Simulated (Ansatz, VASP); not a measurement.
## Two plane-wave programs on TiSi

Contents of POSCAR:

```
TiSi
1.0
    1.8161780000     -2.1176240000      0.0000000000
    1.8161780000      2.1176240000      0.0000000000
    0.0000000000      0.0000000000      3.8039340000
Ti Si
1 1
Direct
    0.5000000000      0.5000000000      0.0000000000
    0.0000000000      0.0000000000      0.5000000000
```

INCAR.step1

```
PREC = Accurate
ENCUT = 520
ISMEAR = 0
SIGMA = 0.1
LREAL = False
LASPH = True
NELM = 60
NBANDS = 15
GGA = PE
ALGO = Normal
EDIFF = 1E-4
LWAVE = True
LCHARG = False
```

Contents of INCAR.step2:

```
PREC = Accurate
ENCUT = 520
EDIFF = 1E-6
ISMEAR = 0
SIGMA = 0.1
LREAL = False
LASPH = True
NELM = 60
ALGO = Normal
ISIF = 2
LWAVE = False
LCHARG = False
METAGGA = R2SCAN
LMIXTAU = True
NBANDS = 15
ISTART = 1
```

KPOINTS

```
Automatic mesh
0
Gamma
  1 1 1
```

Input for Ansatz:

```yaml
crystal:
  lattice:
    - [1.816178, -2.117624, 0.0]
    - [1.816178, 2.117624, 0.0]
    - [0.0, 0.0, 3.803934]
  atoms:
    - { symbol: Ti, position: [0.5, 0.5, 0.0] }
    - { symbol: Si, position: [0.0, 0.0, 0.5] }
basis:
  ecutwfc: 500
kpoints:
  mp_grid: { grid: [1, 1, 1] }
hamiltonian:
  xc: r2scan
scf:
  occupations: { method: gaussian, width: 0.1 }
output:
  forces: true
  stress: true
  eigenvalues: true
```

Alike in both runs: task single point; functional r2SCAN; k mesh 1 × 1 × 1; occupations gaussian, width 0.1 eV; no spin polarisation.

|  | VASP | Ansatz |
| --- | --- | --- |
| version | VASP 6.6.1 | Ansatz 0.2.0 |
| potentials or method | VASP PAW PBE potentials, release 64 (Ti_sv, Si), cutoff 520 eV | scalar-relativistic, plane waves, PAW |
| valence electrons in the cell | 16 | 16 |

|  | VASP | Ansatz | Ansatz less VASP |
| --- | --- | --- | --- |
| gap on the k mesh at the Fermi level (eV) | 3.32 | 3.34 | +0.021 |
| least direct gap on the mesh (eV) | 3.32 | 3.34 | +0.021 |
| pressure (GPa) | -13.3 | -13.6 | -0.34 |
| traceless stress, the component that is largest in VASP (GPa) | 124.13 | 123.61 | -0.524 |

VASP's potentials were made for PBE, not for r2SCAN.

The k mesh is coarse, so the values compare programs but aren't converged.
